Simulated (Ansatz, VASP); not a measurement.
# Two plane-wave programs on LiH

Contents of POSCAR:

```
LiH
1.0
    0.0000000000      2.0230801250      2.0230801250
    2.0230801250      0.0000000000      2.0230801250
    2.0230801250      2.0230801250      0.0000000000
Li H
1 1
Direct
    0.0000000000      0.0000000000      0.0000000000
    0.5000000000      0.5000000000      0.5000000000
```

INCAR.step1

```
PREC     = Accurate       # precision mode
ENCUT    = 520            # plane-wave cutoff, eV
EDIFF    = 1E-5           # SCF threshold, eV
ISMEAR   = -1             # smearing method
SIGMA    = 0.05           # smearing width, eV
LREAL    = False          # projectors in reciprocal space
LASPH    = True           # aspherical terms in the spheres
NELM     = 80             # most SCF steps
ALGO     = Normal         # electronic algorithm
ISIF     = 2              # what is computed and relaxed
LWAVE    = True           # write WAVECAR
LCHARG   = False          # write CHGCAR
NBANDS   = 9              # bands
GGA      = PE             # functional
```

INCAR.step2

```
PREC     = Accurate       # precision mode
ENCUT    = 520            # plane-wave cutoff, eV
EDIFF    = 1E-6           # SCF threshold, eV
ISMEAR   = -1             # smearing method
SIGMA    = 0.05           # smearing width, eV
LREAL    = False          # projectors in reciprocal space
LASPH    = True           # aspherical terms in the spheres
NELM     = 80             # most SCF steps
ALGO     = Normal         # electronic algorithm
ISIF     = 2              # what is computed and relaxed
LWAVE    = False          # write WAVECAR
LCHARG   = False          # write CHGCAR
GGA      = PE             # functional
LHFCALC  = True           # exact exchange
AEXX     = 0.25           # exact-exchange fraction
PRECFOCK = Normal       
NBANDS   = 9              # bands
ISTART   = 1
```

KPOINTS

```
Automatic mesh
0
Gamma
  6 6 6
```

Contents of input:

```
crystal:
  lattice:
    - [0.0, 2.023080125, 2.023080125]
    - [2.023080125, 0.0, 2.023080125]
    - [2.023080125, 2.023080125, 0.0]
  atoms:
    - { symbol: Li, position: [0.0, 0.0, 0.0] }
    - { symbol: H, position: [0.5, 0.5, 0.5] }
hamiltonian:
  xc: pbe0
  pseudopotentials: { kind: paw }
kpoints:
  mp_grid: { grid: [6, 6, 6] }
scf:
  occupations: { method: fermi_dirac, width: 0.05 }
output:
  forces: true
  stress: true
  eigenvalues: true
```

Alike in both runs: task single point; functional PBE0; k mesh 6 × 6 × 6; occupations fermi-dirac, width 0.05 eV; no spin polarisation.

```csv
,VASP,Ansatz
version,VASP 6.6.1,Ansatz 0.2.0
potentials or method,"VASP PAW PBE potentials, release 64 (Li_sv, H)",Ansatz PAW
plane-wave cutoff (eV),520,420
valence electrons in the cell,4,4
```

```csv
,VASP,Ansatz,Ansatz less VASP
gap on the k mesh at the Fermi level (eV),4.72,4.69,-0.029
least direct gap on the mesh (eV),4.72,4.69,-0.029
```

The functional is the same, so the differences come from potentials, cutoffs and numerics.

The k mesh is coarse, so the values compare programs but aren't converged. Noted on VASP's run: the cutoff is under 1.25 times that of the potentials, so the pressure is a little rough.
